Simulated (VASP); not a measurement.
Ti: single point with PBEsol

The system is Ti.

```
CELL_PARAMETERS angstrom
-1.64100 1.64100 1.69023
1.64100 -1.64100 1.69023
1.64100 1.64100 -1.69023
ATOMIC_POSITIONS crystal
Ti 0.00000 0.00000 0.00000
```

This cell differs from its parent crystal: strain +0.000 along x and y, +0.030 along z.

```
Program                : VASP 6.6.1
Task                   : single point
Functional             : PBEsol
Potentials or basis    : VASP PAW PBE potentials, release 64 (Ti_sv)
Cutoff                 : 520 eV
k mesh                 : 20 × 20 × 20
Occupations            : gaussian, width 0.15 eV
Spin                   : no spin polarisation
Dipole correction      : no
Further INCAR settings : ALGO = Fast; EDIFF = 1e-06; NBANDS = 12
```

* Pressure: -9.3 GPa
* Band gap on the k mesh: zero (band 6 reaches 8.40 eV, above the bottom of band 7 at 6.88 eV)

Stress tensor (GPa, compression positive):
```
-9.56  0.00  0.00
 0.00 -9.56  0.00
 0.00  0.00 -8.85
```

Levels at points of the mesh, in eV from the Fermi level:
```tsv
k point	band 2	band 3	band 4	band 5	band 6	band 7	band 8	band 9	band 10	band 11
(0.00, 0.00, 0.00)	-32.40	-32.40	-32.40	-5.85	0.88	0.88	1.07	2.49	2.71	16.76
(0.50, 0.00, 0.00)	-32.98	-32.58	-32.40	-2.35	-0.28	0.96	2.48	2.92	4.02	8.20
(0.50, 0.50, 0.00)	-32.98	-32.59	-32.41	-2.35	-0.52	1.14	2.73	2.98	4.05	8.41
(0.50, 0.50, 0.50)	-32.82	-32.79	-32.79	-1.99	-1.92	3.67	3.72	3.72	7.44	8.25
```

It took 76 s on 1 thread of Intel(R) Xeon(R) 6975P-C (Granite Rapids) (shared host), peak memory 0.24 GiB.

Caveat: the cell differs from its parent crystal (strain +0.000 along x and y, +0.030 along z); the PAW data sets were made with another functional, which shifts forces and pressure a little.
